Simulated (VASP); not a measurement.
Runs of VASP 6.6.1 on NaCl. The structure is that of space group I4/mmm (No. 139), or close to it. The cells are those of the table. 

```csv
cell,gap on the mesh (eV),pressure (GPa)
"a = 3.932, b = 3.932, c = 4.165 Å, angles 58.0, 58.0, 64.0°, 2 atoms",4.88,0.4
"a = 4.008, b = 4.008, c = 3.845 Å, angles 61.3, 61.3, 57.3°, 2 atoms",5.02,0.7
"a = 4.246, b = 4.246, c = 4.325 Å, angles 59.4, 59.4, 61.2°, 2 atoms",(b),-3.4
"a = 4.086, b = 4.086, c = 4.165 Å, angles 59.4, 59.4, 61.3°, 2 atoms",4.61,(a)
"a = 4.168, b = 4.168, c = 4.325 Å, angles 58.7, 58.7, 62.5°, 2 atoms",4.38,-2.9
"a = 4.092, b = 4.092, c = 4.325 Å, angles 58.1, 58.1, 63.8°, 2 atoms",(c),-2.0
"a = 4.168, b = 4.168, c = 4.005 Å, angles 61.3, 61.3, 57.4°, 2 atoms",4.61,-1.9
"a = 4.092, b = 4.092, c = 3.845 Å, angles 62.0, 62.0, 56.0°, 2 atoms",4.90,0.1
```

Alike in all rows: task single point; level PBEsol; potentials or basis VASP PAW PBE potentials, release 64 (Na_pv, Cl); no spin polarisation; k mesh 8 × 8 × 8; cutoff (eV) 520; smearing gaussian 0.05 eV.

Question: Fill in the values left out.

Answer: (a) -2.1; (b) 4.28; (c) 4.50.

Caveats: the PAW data sets were made with another functional, which shifts forces and pressure a little; the stress differs along the axes, from -2 to 5 GPa (at least some runs); the cell stands under tension (at least some runs).

A k mesh can miss the band edges.
